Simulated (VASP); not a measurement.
# K (P6_3/mmc) in VASP: a series of runs

The runs below take K through single point, relaxation of cell and atoms, with PBE.

Everything below comes from runs of VASP 6.6.1. Logs are shortened: lines on timing, memory, paths and dates and some standing lists are left out, and cuts for length are marked.

### 1 The cell of the first run

The structure is hexagonal, space group P6_3/mmc (No. 194). The conventional cell has a = 4.714 Å, b = 4.714 Å, c = 7.702 Å, α = 90.00°, β = 90.00°, γ = 120.00°.

This isn't the form of K at room conditions, which is bcc.

### 2 Single point, PBE

INCAR

```
SYSTEM = K
PREC = Accurate
ENCUT = 520
EDIFF = 1E-6
ISMEAR = -1
SIGMA = 0.03
LREAL = .FALSE.
LASPH = .TRUE.
NELM = 60
ALGO = Normal
ISIF = 2
LWAVE = .FALSE.
LCHARG = .TRUE.
GGA = PE
LELF = .TRUE.
LVHAR = .TRUE.
NBANDS = 16
```

KPOINTS

```
regular mesh
0
G
  12 12 6
  0 0 0
```

POSCAR

```
K
1.0
    4.7140147057      0.0000000000      0.0000000000
   -2.3570073529      4.0824564890      0.0000000000
    0.0000000000      0.0000000000      7.7020634917
K
2
Direct
    0.3333333333      0.6666666667      0.2500000000
    0.6666666667      0.3333333333      0.7500000000
```

Potentials or basis: VASP PAW PBE potentials, release 64 (K_sv).

Command:

```console
$ cat potpaw_PBE.64/K_sv/POTCAR > POTCAR
$ mpirun -np 1 vasp_std > vasp.out
```

OUTCAR:

```text
SYSTEM = K
   PREC = Accurate
   ENCUT = 520
   EDIFF = 1E-6
   ISMEAR = -1
   LREAL = .FALSE.
   LASPH = .TRUE.
   NELM = 60
   ISIF = 2
   GGA = PE

 ion  position               nearest neighbor table
   1  0.333  0.667  0.250-
   2  0.667  0.333  0.750-

  LATTYP: Found a hexagonal cell.
 ALAT       =     4.7140147057
 C/A-ratio  =     1.6338649691

  Lattice vectors:

 A1 = (   4.7140147057,   0.0000000000,   0.0000000000)
 A2 = (  -2.3570073529,   4.0824564890,   0.0000000000)
 A3 = (   0.0000000000,   0.0000000000,   7.7020634917)

Analysis of symmetry for initial positions (statically):
=====================================================================
 Subroutine PRICEL returns:
 Original cell was already a primitive cell.

 Routine SETGRP: Setting up the symmetry group for a
 hexagonal supercell.

 Subroutine GETGRP returns: Found 24 space group operations
 (whereof 12 operations were pure point group operations)
 out of a pool of 24 trial point group operations.

The static configuration has the point symmetry D_3d.
 The point group associated with its full space group is D_6h.

Analysis of symmetry for dynamics (positions and initial velocities):
=====================================================================
 Subroutine PRICEL returns:
 Original cell was already a primitive cell.

 Routine SETGRP: Setting up the symmetry group for a
 hexagonal supercell.

 Subroutine GETGRP returns: Found 24 space group operations
 (whereof 12 operations were pure point group operations)
 out of a pool of 24 trial point group operations.

The dynamic configuration has the point symmetry D_3d.
 The point group associated with its full space group is D_6h.

 Subroutine INISYM returns: Found 24 space group operations
 (whereof 12 operations are pure point group operations),
 and found     1 'primitive' translations

----------------------------------------------------------------------------------------

                                     Primitive cell

  volume of cell :     148.2244

  direct lattice vectors                    reciprocal lattice vectors
     4.714014706  0.000000000  0.000000000     0.212133407  0.122475280  0.000000000
    -2.357007353  4.082456489  0.000000000     0.000000000  0.244950559  0.000000000
     0.000000000  0.000000000  7.702063492     0.000000000  0.000000000  0.129835336

  length of vectors
[... 79 lines left out ...]
   LASPH  =      T    aspherical Exc in radial PAW
   ENCUT  =  520.0 eV  38.22 Ry    6.18 a.u.   8.76  8.76 14.32*2*pi/ulx,y,z
   NELM   =     60;   NELMIN=  2; NELMDL= -5     # of ELM steps
   EDIFF  = 0.1E-05   stopping-criterion for ELM
   LREAL  =      F    real-space projection
   EDIFFG = 0.1E-04   stopping-criterion for IOM
   NSW    =      0    number of steps for IOM
   IBRION =     -1    ionic relax: 0-MD 1-quasi-New 2-CG
   NFREE  =      0    steps in history (QN), initial steepest desc. (CG)
   ISIF   =      2    stress and relaxation
   ISYM   =      2    0-nonsym 1-usesym 2-fastsym
   POTIM  = 0.5000    time-step for ionic-motion
   TEBEG  =    0.0;   TEEND  =   0.0 temperature during run
   PSTRESS=    0.0 pullay stress
   NELECT =      18.0000    total number of electrons
   NUPDOWN=      -1.0000    fix difference up-down
   EMIN   =  10.00;   EMAX   =-10.00  energy-range for DOS
   EFERMI =   0.00;   METHOD = LEGACY
   ISMEAR =    -1;   SIGMA  =   0.03  broadening in eV -4-tet -1-fermi 0-gaus
   EFERMI_NEDOS =   21; number of points for ismear=-14 and -15
   IALGO  =     38    algorithm
   IMIX   =      4    mixing-type and parameters
     AMIX     =   0.40;   BMIX     =  1.00
     AMIX_MAG =   1.60;   BMIX_MAG =  1.00
  volume/ion in A,a.u.               =      74.11       500.13
  Fermi-wavevector in a.u.,A,eV,Ry     =   0.810698  1.531997  8.942175  0.657231
  Thomas-Fermi vector in A             =   1.919921
   LORBIT       =      0    0 simple, 1 ext, 2 COOP (PROOUT), +10 PAW based schemes
   GGA     = PE    functional components
   LHFCALC =     F    Hartree Fock is set to
   AEXX    =    0.0000 exact exchange contribution
   IVDW    =     0    specifies the selected vdW correction
   LEPSILON=     F    determine dielectric tensor
   LRPA    =     F    only Hartree local field effects (RPA)
 non-spin polarized calculation
  energy-cutoff  :      520.00
  volume of cell :      148.22
 maximum number of plane-waves:      4044
 NGX is ok and might be reduce to    36
   NGX = 17   NGY = 17   NGZ = 29

 number of electron      18.0000002 magnetization

 Free energy of the ion-electron system (eV)
  ---------------------------------------------------
  ext. energy  EPLUGINS =         0.00000000
  ---------------------------------------------------
  free energy    TOTEN  =        -2.09875862 eV

  energy without entropy =       -2.09387372  energy(sigma->0) =       -2.09631617

 E-fermi :  -0.1636     XC(G=0):  -5.6321

 val. band max:       -0.1767859128   @ k =   0.1667   0.0000   0.1667
 cond. band min:      -0.1524398994   @ k =   0.3333   0.1667   0.3333
 fundamental gap:      0.0243460134
 Fermi energy:        -0.1635904100

 k-point     1 :       0.0000    0.0000    0.0000
  band No.  band energies     occupation
      1     -32.2670      2.00000
      2     -32.2635      2.00000
      3     -15.7824      2.00000
      4     -15.7273      2.00000
      5     -15.7273      2.00000
      6     -15.7183      2.00000
[... 433 lines left out ...]
      3     -15.7699      2.00000
      4     -15.7588      2.00000
      5     -15.7538      2.00000
      6     -15.7375      2.00000
[... 8 lines left out ...]
     15       4.0402      0.00000
     16       4.4281      0.00000

 [... further k-points ...]

------------------------ aborting loop because EDIFF is reached ----------------------------------------

  FORCE on cell =-STRESS in cart. coord.  units (eV):
  Direction    XX          YY          ZZ          XY          YZ          ZX
  --------------------------------------------------------------------------------------
  -------------------------------------------------------------------------------------
  Total       -0.0180484     -0.0180484     -0.0143897      0.0000000      0.0000000      0.0000000
  in kB       -0.1950880     -0.1950880     -0.1555403      0.0000000      0.0000000      0.0000000
  external PRESSURE =      -0.1819054 kB  Pullay stress =       0.0000000 kB

 VOLUME and BASIS-vectors are now :
 -----------------------------------------------------------------------------
  energy-cutoff  :      520.00
  volume of cell :      148.22
      direct lattice vectors                 reciprocal lattice vectors
     4.714014706  0.000000000  0.000000000     0.212133407  0.122475280  0.000000000
    -2.357007353  4.082456489  0.000000000     0.000000000  0.244950559  0.000000000
     0.000000000  0.000000000  7.702063492     0.000000000  0.000000000  0.129835336

 POSITION                                       TOTAL-FORCE (eV/Angst)
 -----------------------------------------------------------------------------------
     -0.00000      2.72164      1.92552        -0.000000      0.000000     -0.000000
      2.35701      1.36082      5.77655         0.000000     -0.000000      0.000000
 -----------------------------------------------------------------------------------
    total drift:                               -0.000000      0.000000     -0.000000

  FREE ENERGIE OF THE ION-ELECTRON SYSTEM (eV)
  ---------------------------------------------------
  free  energy   TOTEN  =        -2.0987586215 eV

  energy  without entropy=       -2.0938737244  energy(sigma->0) =       -2.09631617
```

Wall time 48 s (1 thread of Intel Xeon 6975P-C (Granite Rapids), shared host); peak memory 0.33 GiB.

Results:

```yaml
Free_energy: -2.0988 eV
Pressure: 0.0 GPa
Band_gap_on_the_k_mesh: zero (bands 9 and 10 overlap by 2.64 eV)
```

Levels at points of the mesh, in eV from the Fermi level:
| k point | band 7 | band 8 | band 9 | band 10 | band 11 | band 12 |
| --- | --- | --- | --- | --- | --- | --- |
| (0.00, 0.00, 0.00) | -15.55 | -15.55 | -2.12 | 0.35 | 0.57 | 4.10 |
| (0.50, 0.00, 0.00) | -15.57 | -15.56 | 0.15 | 0.28 | 1.67 | 2.00 |
| (0.00, 0.00, 0.50) | -15.56 | -15.56 | -1.41 | -1.41 | 2.77 | 2.77 |
| (0.50, 0.00, 0.50) | -15.57 | -15.57 | 0.65 | 0.65 | 0.88 | 0.88 |

(Part 1 of 2 ends here.)

The gap in the log of VASP goes by the Fermi energy; the results here count the filled bands.